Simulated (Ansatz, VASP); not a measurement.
**V3Si in VASP and in Ansatz**

```
V Si
1.0
     4.60538    0.00000    0.00000
     0.00000    4.60538    0.00000
     0.00000    0.00000    4.60538
V Si
6 2
Direct
  0.25000 0.00000 0.50000
  0.75000 0.00000 0.50000
  0.00000 0.50000 0.25000
  0.00000 0.50000 0.75000
  0.50000 0.75000 0.00000
  0.50000 0.25000 0.00000
  0.00000 0.00000 0.00000
  0.50000 0.50000 0.50000
```

Alike in both runs: functional LDA; k mesh 6 × 6 × 6; occupations gaussian, width 0.1 eV; no spin polarisation.

Ansatz relaxed the structure, and its values are those at the end. VASP's run is a single point on that final structure, the one shown.

|  | VASP | Ansatz |
| --- | --- | --- |
| version | VASP 6.6.1 | Ansatz 0.2.0 |
| potentials or method | VASP PAW LDA potentials, release 64 (V_sv, Si), cutoff 500 eV | scalar-relativistic, plane waves, PAW |
| valence electrons in the cell | 86 | 86 |

VASP gave:

| Item | Value |
| --- | --- |
| gap on the k mesh at the Fermi level (eV) | none |
| pressure (GPa) | 0.5 |

What did Ansatz give for the same quantities?

gap on the k mesh at the Fermi level (eV): none; pressure (GPa): 0.0.

LDA's correlation is that of Perdew and Zunger in VASP and of Perdew and Wang (1992) in Ansatz. A gap of «none» marks a metal or a gap that the smearing closes.
